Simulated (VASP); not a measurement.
A run of VASP 6.6.1 is set up as follows.

File INCAR:

```
SYSTEM = GdN
PREC = Accurate
ENCUT = 520
EDIFF = 1E-6
ISMEAR = 0
SIGMA = 0.1
LREAL = .False.
LASPH = .True.
NELM = 150
ALGO = Normal
ISIF = 2
LWAVE = .False.
LCHARG = .False.
ISPIN = 2
MAGMOM = 7 0
LORBIT = 11
LMAXMIX = 6
LDAU = .True.
LDAUTYPE = 2
LDAUL = 3 -1
LDAUU = 6 0
LDAUJ = 0 0
LDAUPRINT = 1
GGA = PE
NBANDS = 22
```

Contents of KPOINTS:

```
regular mesh
0
Gamma
  6 6 6
  0 0 0
```

Contents of POSCAR:

```
GdN
1.0
    0.0000000000      2.4994985661      2.4994985661
    2.4994985661      0.0000000000      2.4994985661
    2.4994985661      2.4994985661      0.0000000000
Gd N
1 1
Direct
    0.5000000000      0.5000000000      0.5000000000
    0.0000000000      0.0000000000      0.0000000000
```

Potentials or basis: VASP PAW PBE potentials, release 64 (Gd, N).

Run with:

```bash
$ cat potpaw_PBE.64/Gd/POTCAR potpaw_PBE.64/N/POTCAR > POTCAR
$ mpirun -np 1 vasp_std > vasp.out
```

Task: Estimate the band gap on the k mesh.

Result: Zero (filled and empty bands overlap).

Task: What does it give for the pressure?

Result: 0.7 GPa.

Eigenvalues of the final occupation matrices:
```csv
site,spin,trace,eigenvalues
site 1 f,1,6.94,0.99 0.99 0.99 0.99 0.99 0.99 0.99
site 1 f,2,0.04,0.00 0.00 0.00 0.00 0.01 0.01 0.01
```

Caveat: the k points lie up to 0.36 Å⁻¹ apart; spin-orbit coupling is left out, which moves the levels of the heavy elements; a cell with one magnetic atom can't hold antiferromagnetic order, which such compounds often take. The state reached can hang on the start; a lower one may exist.
